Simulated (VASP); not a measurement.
# HC12 in VASP: notebook

Runs on HC12. Level: PBE+D3(BJ). Tasks: single point.

Program: VASP 6.6.1. These are calculated values, not measurements. Logs are shortened: lines on timing, memory, paths and dates and some standing lists are left out, and cuts for length are marked.

### 1 The cell of the first run

The cell holds a slab with vacuum, 13 atoms: a = 4.931 Å, b = 4.010 Å, c = 21.601 Å, α = 90.00°, β = 90.00°, γ = 90.00°.

### 2 Single point, PBE+D3(BJ), collinear spin

Contents of INCAR:

```
PREC = Accurate
ENCUT = 520
EDIFF = 1E-6
ISMEAR = 0
SIGMA = 0.05
LREAL = False
LASPH = True
NELM = 150
ALGO = Normal
ISIF = 2
LWAVE = False
LCHARG = False
ISPIN = 2
MAGMOM = 0 0 0 0 0 0 0 0 0 0 0 0 1
LORBIT = 11
LDIPOL = True
IDIPOL = 3
DIPOL = 0.5 0.5 0.302
GGA = PE
IVDW = 12
NBANDS = 40
```

Contents of KPOINTS:

```
regular mesh
0
Gamma
  6 7 1
```

Contents of POSCAR:

```
HC12
1.0
    4.9311586502      0.0000000000      0.0000000000
    0.0000000000      4.0098697767      0.0000000000
    0.0000000000      0.0000000000     21.6014232414
C H
12 1
Direct
    0.2500000000      0.3776970832      0.1851729840
    0.7500000000      0.3776970832      0.1851729840
    0.0000000000      0.4720802753      0.2130426460
    0.5000000000      0.4720802753      0.2130426460
    0.0000000000      0.6609562027      0.2688143161
    0.5000000000      0.6609562027      0.2688143161
    0.2500000000      0.7503681903      0.2962457608
    0.7500000000      0.7503681903      0.2962457608
    0.2500000000      0.9412921293      0.3552728042
    0.7500000000      0.9412921293      0.3552728042
    0.0000000000      0.0234303656      0.3796705036
    0.5000000000      0.0234303656      0.3796705036
    0.2500000000      0.3567636989      0.5231795662
```

Potentials or basis: VASP PAW PBE potentials, release 64 (C, H).

Launch:

```
> cat potpaw_PBE.64/C/POTCAR potpaw_PBE.64/H/POTCAR > POTCAR
> mpirun -np 1 vasp_std > vasp.out
```

OUTCAR:

```text
PREC = Accurate
   ENCUT = 520
   EDIFF = 1E-6
   ISMEAR = 0
   LREAL = False
   LASPH = True
   NELM = 150
   ISIF = 2
   ISPIN = 2
   LORBIT = 11
   GGA = PE
   IVDW = 12
 IVDW          = 12

 ion  position               nearest neighbor table
   1  0.250  0.378  0.185-   3 1.42   4 1.42
   2  0.750  0.378  0.185-   3 1.42   4 1.42
   3  0.000  0.472  0.213-   5 1.42   2 1.42   1 1.42
   4  0.500  0.472  0.213-   6 1.42   2 1.42   1 1.42
   5  0.000  0.661  0.269-   7 1.41   8 1.41   3 1.42
   6  0.500  0.661  0.269-   7 1.41   8 1.41   4 1.42
   7  0.250  0.750  0.296-   5 1.41   6 1.41   9 1.49
   8  0.750  0.750  0.296-   5 1.41   6 1.41  10 1.49
   9  0.250  0.941  0.355-  11 1.38  12 1.38   7 1.49
  10  0.750  0.941  0.355-  11 1.38  12 1.38   8 1.49
  11  0.000  0.023  0.380-   9 1.38  10 1.38
  12  0.500  0.023  0.380-   9 1.38  10 1.38
  13  0.250  0.357  0.523-

  LATTYP: Found a simple orthorhombic cell.
 ALAT       =     4.0098697767
 B/A-ratio  =     1.2297553100
 C/A-ratio  =     5.3870635318

  Lattice vectors:

 A1 = (   0.0000000000,  -4.0098697767,   0.0000000000)
 A2 = (   4.9311586502,   0.0000000000,   0.0000000000)
 A3 = (   0.0000000000,   0.0000000000,  21.6014232414)

Analysis of symmetry for initial positions (statically):
=====================================================================
 Subroutine PRICEL returns:
 Original cell was already a primitive cell.

 Routine SETGRP: Setting up the symmetry group for a
 simple orthorhombic supercell.

 Subroutine GETGRP returns: Found  2 space group operations
 (whereof  1 operations were pure point group operations)
 out of a pool of  8 trial point group operations.

The static configuration has the point symmetry C_1 .
 The point group associated with its full space group is C_1h.

Analysis of symmetry for dynamics (positions and initial velocities):
=====================================================================
 Subroutine PRICEL returns:
 Original cell was already a primitive cell.

 Routine SETGRP: Setting up the symmetry group for a
 simple orthorhombic supercell.

 Subroutine GETGRP returns: Found  2 space group operations
 (whereof  1 operations were pure point group operations)
 out of a pool of  8 trial point group operations.

The dynamic configuration has the point symmetry C_1 .
 The point group associated with its full space group is C_1h.

Analysis of structural, dynamic, and magnetic symmetry:
=====================================================================
 Subroutine PRICEL returns:
 Original cell was already a primitive cell.

 Routine SETGRP: Setting up the symmetry group for a
 simple orthorhombic supercell.

 Subroutine GETGRP returns: Found  2 space group operations
 (whereof  1 operations were pure point group operations)
 out of a pool of  8 trial point group operations.

The overall configuration has the point symmetry C_1 .
 The point group associated with its full space group is C_1h.

 Subroutine INISYM returns: Found  2 space group operations
 (whereof  1 operations are pure point group operations),
 and found     1 'primitive' translations

----------------------------------------------------------------------------------------

                                     Primitive cell

  volume of cell :     427.1315

  direct lattice vectors                    reciprocal lattice vectors
     4.931158650  0.000000000  0.000000000     0.202792096  0.000000000  0.000000000
     0.000000000  4.009869777  0.000000000     0.000000000  0.249384657  0.000000000
     0.000000000  0.000000000 21.601423241     0.000000000  0.000000000  0.046293246

  length of vectors
     4.931158650  4.009869777 21.601423241     0.202792096  0.249384657  0.046293246
[... 93 lines left out ...]
   NELM   =    150;   NELMIN=  2; NELMDL= -5     # of ELM steps
   EDIFF  = 0.1E-05   stopping-criterion for ELM
   LREAL  =      F    real-space projection
   EDIFFG = 0.1E-04   stopping-criterion for IOM
   NSW    =      0    number of steps for IOM
   IBRION =     -1    ionic relax: 0-MD 1-quasi-New 2-CG
   NFREE  =      0    steps in history (QN), initial steepest desc. (CG)
   ISIF   =      2    stress and relaxation
   ISYM   =      2    0-nonsym 1-usesym 2-fastsym
   POTIM  = 0.5000    time-step for ionic-motion
   TEBEG  =    0.0;   TEEND  =   0.0 temperature during run
   PSTRESS=    0.0 pullay stress
   NELECT =      49.0000    total number of electrons
   NUPDOWN=      -1.0000    fix difference up-down
   EMIN   =  10.00;   EMAX   =-10.00  energy-range for DOS
   EFERMI =   0.00;   METHOD = LEGACY
   ISMEAR =     0;   SIGMA  =   0.05  broadening in eV -4-tet -1-fermi 0-gaus
   EFERMI_NEDOS =   21; number of points for ismear=-14 and -15
   IALGO  =     38    algorithm
   IMIX   =      4    mixing-type and parameters
     AMIX     =   0.40;   BMIX     =  1.00
     AMIX_MAG =   1.60;   BMIX_MAG =  1.00
  volume/ion in A,a.u.               =      32.86       221.73
  Fermi-wavevector in a.u.,A,eV,Ry     =   0.795462  1.503206  8.609228  0.632760
  Thomas-Fermi vector in A             =   1.901795
   LORBIT       =     11    0 simple, 1 ext, 2 COOP (PROOUT), +10 PAW based schemes
   GGA     = PE    functional components
   LHFCALC =     F    Hartree Fock is set to
   AEXX    =    0.0000 exact exchange contribution
   IVDW    =    12    specifies the selected vdW correction
   LEPSILON=     F    determine dielectric tensor
   LRPA    =     F    only Hartree local field effects (RPA)
 spin polarized calculation
 Gauss-broadening in eV      SIGMA  =   0.05
  energy-cutoff  :      520.00
  volume of cell :      427.13
 maximum number of plane-waves:     11558
 NGX is ok and might be reduce to    40
   NGX = 19   NGY = 15   NGZ = 81

 dipolmoment           0.000000      0.000000      0.122369 electrons x Angstroem

 number of electron      49.0000007 magnetization       1.0217787

 dipolmoment           0.000000      0.000000     -0.070256 electrons x Angstroem

 Free energy of the ion-electron system (eV)
  ---------------------------------------------------
  ext. energy  EPLUGINS =         0.00000000
  ---------------------------------------------------
  free energy    TOTEN  =       -98.89704094 eV

  energy without entropy =      -98.88308843  energy(sigma->0) =      -98.89006468

 E-fermi :  -3.6635     XC(G=0):  -3.5511

 val. band max:       -3.6837205138   @ k =   0.5000   0.4286   0.0000
 cond. band min:      -3.6550822074   @ k =   0.5000   0.0000   0.0000
 fundamental gap:      0.0286383064
 Fermi energy:        -3.6634626467

 spin component 1

 k-point     1 :       0.0000    0.0000    0.0000
  band No.  band energies     occupation
      1     -22.3506      1.00000
      2     -20.5870      1.00000
      3     -18.1721      1.00000
      4     -18.1583      1.00000
      5     -18.1115      1.00000
      6     -16.4479      1.00000
[... 613 lines left out ...]
     35       4.2402      0.00000
     36       4.9037      0.00000
 Fermi energy:        -3.6634626467

 spin component 2

 k-point     1 :       0.0000    0.0000    0.0000
  band No.  band energies     occupation
      1     -22.3484      1.00000
      2     -20.5828      1.00000
      3     -18.1689      1.00000
      4     -18.1566      1.00000
      5     -18.1091      1.00000
      6     -16.4398      1.00000
[... 613 lines left out ...]
     35       5.0869      0.00000
     36       5.1850      0.00000
 [bands above 36 left out]

------------------------ aborting loop because EDIFF is reached ----------------------------------------

 vacuum level on the upper side and lower side of the slab       (xc-potential included)        -0.313         0.314

 Edisp (eV)   -1.31337

 E8    (eV) :    -0.3893

  FORCE on cell =-STRESS in cart. coord.  units (eV):
  Direction    XX          YY          ZZ          XY          YZ          ZX
  --------------------------------------------------------------------------------------
  -------------------------------------------------------------------------------------
  Total      -0.45229     0.34733     1.39143     0.00000     0.83231     0.00000
  in kB      -1.69656     1.30283     5.21928     0.00000     3.12200     0.00000
  external pressure =        1.61 kB  Pullay stress =        0.00 kB

 VOLUME and BASIS-vectors are now :
 -----------------------------------------------------------------------------
  energy-cutoff  :      520.00
  volume of cell :      427.13
      direct lattice vectors                 reciprocal lattice vectors
     4.931158650  0.000000000  0.000000000     0.202792096  0.000000000  0.000000000
     0.000000000  4.009869777  0.000000000     0.000000000  0.249384657  0.000000000
     0.000000000  0.000000000 21.601423241     0.000000000  0.000000000  0.046293246

 POSITION                                       TOTAL-FORCE (eV/Angst)
 -----------------------------------------------------------------------------------
      1.23279      1.51452      4.00000         0.000000      0.858835      1.478509
      3.69837      1.51452      4.00000         0.000000      0.858297      1.476520
      0.00000      1.89298      4.60202        -0.005678     -1.614204     -2.842063
      2.46558      1.89298      4.60202         0.005678     -1.614204     -2.842063
      0.00000      2.65035      5.80677        -0.012020      0.724149      1.321816
      2.46558      2.65035      5.80677         0.012020      0.724149      1.321816
      1.23279      3.00888      6.39933         0.000000      0.022390      0.024103
      3.69837      3.00888      6.39933         0.000000      0.010341      0.006880
      1.23279      3.77446      7.67440         0.000000      0.022604      0.037066
      3.69837      3.77446      7.67440         0.000000     -0.036262     -0.058223
      0.00000      0.09395      8.20142        -0.036765      0.029266      0.068297
      2.46558      0.09395      8.20142         0.036765      0.029266      0.068297
      1.23279      1.43058     11.30142         0.000000     -0.014627     -0.060956
 -----------------------------------------------------------------------------------
    total drift:                                0.000000     -0.000044     -0.000260

  FREE ENERGIE OF THE ION-ELECTRON SYSTEM (eV)
  ---------------------------------------------------
  free  energy   TOTEN  =      -100.2104102862 eV

  energy  without entropy=     -100.1964577788  energy(sigma->0) =     -100.20343403

 vacuum level on the upper side and lower side of the slab         2.340         2.978

 total charge

# of ion       s       p       d       tot
------------------------------------------
    1        0.911   1.522   0.000   2.432
    2        0.910   1.522   0.000   2.433
    3        0.869   1.763   0.000   2.632
    4        0.869   1.763   0.000   2.632
    5        0.876   1.775   0.000   2.651
    6        0.876   1.775   0.000   2.651
    7        0.872   1.733   0.000   2.605
    8        0.872   1.734   0.000   2.606
    9        0.870   1.780   0.000   2.651
   10        0.871   1.780   0.000   2.651
   11        0.918   1.591   0.000   2.509
   12        0.918   1.591   0.000   2.509
   13        0.376   0.000   0.000   0.376
--------------------------------------------------
tot         11.009  20.330   0.000  31.338

 magnetization (x)

# of ion       s       p       d       tot
------------------------------------------
    1       -0.000   0.001   0.000   0.001
    2       -0.001  -0.001   0.000  -0.002
    3       -0.000   0.000   0.000   0.000
    4       -0.000   0.000   0.000   0.000
    5       -0.000   0.001   0.000   0.000
    6       -0.000   0.001   0.000   0.000
    7       -0.001  -0.004   0.000  -0.005
    8        0.001   0.005   0.000   0.006
    9       -0.001  -0.001   0.000  -0.002
   10        0.001   0.002   0.000   0.003
   11        0.002   0.008   0.000   0.010
   12        0.002   0.008   0.000   0.010
   13        0.376   0.000   0.000   0.376
--------------------------------------------------
tot          0.379   0.020   0.000   0.398
```

Wall time 37 min (1 thread of Oxide Virtual Turin-like, shared host); peak memory 0.81 GiB.

What came out:

```
Free energy                                           : -100.2104 eV
Largest force                                         : 3.268 eV/Å
Band gap on the k mesh                                : 0.03 eV (least direct gap 0.06 eV)
Net moment                                            : 1.02 μB per cell
Site moments                                          : C +0.00, -0.00, -0.01, +0.01 (each value once); H +0.38 μB
Valence electrons inside the program's atomic spheres : C 2.43, 2.63, 2.65, 2.60, 2.61, 2.51 (each value once); H 0.38
Dispersion energy per atom                            : -0.101 eV
```

Forces in eV/Å, atoms in the order of the input:
```
C    0.000  0.859  1.479
C    0.000  0.858  1.477
C   -0.006 -1.614 -2.842
C    0.006 -1.614 -2.842
C   -0.012  0.724  1.322
C    0.012  0.724  1.322
C    0.000  0.022  0.024
C    0.000  0.010  0.007
C    0.000  0.023  0.037
C    0.000 -0.036 -0.058
C   -0.037  0.029  0.068
C    0.037  0.029  0.068
H    0.000 -0.015 -0.061
```

Caveat: a moment this small can come from the mesh or the smearing.

### 3 Single point, PBE+D3(BJ), collinear spin

Contents of INCAR:

```
SYSTEM = HC12
PREC = Accurate ; ENCUT = 520
EDIFF = 1E-7 ; ISMEAR = 0
SIGMA = 0.05 ; LREAL = .False.
LASPH = .True. ; NELM = 150
ALGO = Normal ; ISIF = 2
LWAVE = .False. ; LCHARG = .True.
ISPIN = 2 ; MAGMOM = 0 0 0 0 0 0 0 0 0 0 0 0 1
LORBIT = 11 ; LDIPOL = .True.
IDIPOL = 3 ; DIPOL = 0.5 0.5 0.302
GGA = PE ; IVDW = 12
LELF = .True. ; LVHAR = .True.
LVACPOTAV = .True. ; NBANDS = 40
```

Contents of KPOINTS:

```
regular mesh
0
Gamma
  6 7 1
  0 0 0
```

Edit POSCAR of step 2 so:

```diff
@@ -20,2 +20,2 @@
     0.5000000000      0.0234303656      0.3796705036
-    0.2500000000      0.3567636989      0.5231795662
+    0.2500000000      0.0234303656      0.5231795662
```

Potentials or basis: VASP PAW PBE potentials, release 64 (C, H).

Launch:

```
> cat potpaw_PBE.64/C/POTCAR potpaw_PBE.64/H/POTCAR > POTCAR
> mpirun -np 1 vasp_std > vasp.out
```

It took 41 min on 1 thread of Oxide Virtual Turin-like, shared host; peak memory 0.81 GiB.

The run converged. Its results:

* Free energy: -100.2202 eV
* Largest force: 3.271 eV/Å
* Band gap on the k mesh: 0.02 eV (least direct gap 0.06 eV)
* Net moment: 1.04 μB per cell
* Site moments: C +0.00, -0.00, -0.01, +0.01, +0.02 (each value once); H +0.37 μB
* Valence electrons inside the program's atomic spheres: C 2.43, 2.63, 2.65, 2.60, 2.61, 2.51 (each value once); H 0.38
* Dispersion energy per atom: -0.101 eV

Forces in eV/Å, atoms in the order of the input:
```
C    0.000  0.858  1.480
C    0.000  0.860  1.474
C   -0.010 -1.617 -2.843
C    0.010 -1.617 -2.843
C   -0.017  0.724  1.322
C    0.017  0.724  1.322
C    0.000  0.036  0.023
C    0.000  0.010  0.003
C    0.000  0.029  0.036
C    0.000 -0.048 -0.084
C   -0.046  0.017  0.098
C    0.046  0.017  0.098
H    0.000  0.009 -0.086
```

Levels at points of the mesh, in eV from the valence-band top:
Spin up:
```tsv
k point	band 22	band 23	band 24	band 25	band 26	band 27	band 28	band 29
(0.00, 0.00, 0.00)	-1.61	-0.49	-0.31	-0.26	0.63	0.81	1.25	2.17
(0.50, 0.00, 0.00)	-1.90	-1.76	-0.10	-0.04	0.02	0.06	3.05	3.05
```
Spin down:
```
           k point  band 22  band 23  band 24  band 25  band 26  band 27
(0.00, 0.00, 0.00)    -0.41    -0.35    -0.27     0.58     0.83     1.25
(0.50, 0.00, 0.00)    -1.90    -0.06    -0.04     0.03     0.05     3.04
```

Caveat: a moment this small can come from the mesh or the smearing.
